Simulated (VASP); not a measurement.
Write the native input for VASP 6.6.1 that does the following.

| Item | Value |
| --- | --- |
| Task | single point |
| Functional | HSE06 |
| Potentials or basis | VASP PAW PBE potentials, release 64 (Ga_d, P) |
| Cutoff | 520 eV |
| k mesh | 4 × 4 × 4 |
| Occupations | gaussian, width 0.001 eV |
| Spin | no spin polarisation |
| Dipole correction | no |
| Grid for exact exchange (PRECFOCK) | Normal |
| Further INCAR settings | ALGO = Normal; EDIFF = 1e-06; NBANDS = 16 |
| Screening parameter | 0.2079 1/Å |

Crystal: GaP.

```
Ga P
1.0
     0.00000    2.55854    2.55854
     2.55854    0.00000    2.55854
     2.55854    2.55854    0.00000
Ga P
1 1
Direct
  0.00000 0.00000 0.00000
  0.50000 0.50000 0.50000
```

One way to write it, as run:

POSCAR

```
GaP
1.0
    0.0000000000      2.5585353464      2.5585353464
    2.5585353464      0.0000000000      2.5585353464
    2.5585353464      2.5585353464      0.0000000000
Ga P
1 1
Direct
    0.0000000000      0.0000000000      0.0000000000
    0.5000000000      0.5000000000      0.5000000000
```

INCAR.step1

```
SYSTEM = GaP
PREC = Accurate
ENCUT = 520
EDIFF = 1E-5
ISMEAR = 0
SIGMA = 0.001
LREAL = .FALSE.
LASPH = .TRUE.
NELM = 60
ALGO = Normal
ISIF = 2
LWAVE = .TRUE.
LCHARG = .FALSE.
NBANDS = 16
GGA = PE
```

INCAR.step2

```
SYSTEM = GaP
PREC = Accurate
ENCUT = 520
EDIFF = 1E-6
ISMEAR = 0
SIGMA = 0.001
LREAL = .FALSE.
LASPH = .TRUE.
NELM = 60
ALGO = Normal
ISIF = 2
LWAVE = .FALSE.
LCHARG = .FALSE.
GGA = PE
LHFCALC = .TRUE.
HFSCREEN = 0.2079
PRECFOCK = Normal
NBANDS = 16
ISTART = 1
```

KPOINTS

```
Automatic mesh
0
G
  4 4 4
  0 0 0
```

Potentials or basis: VASP PAW PBE potentials, release 64 (Ga_d, P).

Launch:

```console
$ cat potpaw_PBE.64/Ga_d/POTCAR potpaw_PBE.64/P/POTCAR > POTCAR
$ cp INCAR.step1 INCAR
$ mpirun -np 1 vasp_std > vasp.out
$ cp INCAR.step2 INCAR
$ mpirun -np 1 vasp_std > vasp.out
```

Results of the run:

| Property | Result |
| --- | --- |
| Pressure | 0.5 GPa |
| Band gap on the k mesh | zero (band 9 reaches 6.76 eV, above the bottom of band 10 at 3.43 eV) |

Caveat: the k points lie up to 0.53 Å⁻¹ apart; the PAW data sets were made with another functional, which shifts forces and pressure a little.

Run time: 17 min on 1 thread of Intel(R) Xeon(R) 6975P-C (Granite Rapids), with other jobs on the host, peak memory 0.27 GiB.
